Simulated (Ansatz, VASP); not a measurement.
Au: VASP beside Ansatz

```
Au
1.0
     0.00000    2.03500    2.03500
     2.03500    0.00000    2.03500
     2.03500    2.03500    0.00000
Au
1
Direct
  0.00000 0.00000 0.00000
```

Alike in both runs: task relaxation of cell and atoms; functional PBE; dispersion D3(BJ); k mesh 13 × 13 × 13; no spin polarisation.

|  | VASP | Ansatz |
| --- | --- | --- |
| version | VASP 6.6.1 | Ansatz 0.2.0 |
| potentials or method | VASP PAW PBE potentials, release 64 (Au) | plane waves, PAW |
| plane-wave cutoff (eV) | 500 | 420 |
| occupations | methfessel-paxton of order 1, width 0.15 eV | cold, width 0.15 eV |
| valence electrons in the cell | 11 | 19 |

VASP gave:

* relaxed volume (Å³/atom): 17.20
* relaxed length of the cell vector where the two differ most in proportion (Å): 2.897

Q: Estimate Ansatz's values.

A: Relaxed volume (Å³/atom): 17.23; relaxed length of the cell vector where the two differ most in proportion (Å): 2.899.

VASP's potentials hold 11 valence electrons a cell and Ansatz's 19, so a difference there can come from the potentials and not from the codes.

Spin-orbit coupling is off throughout.
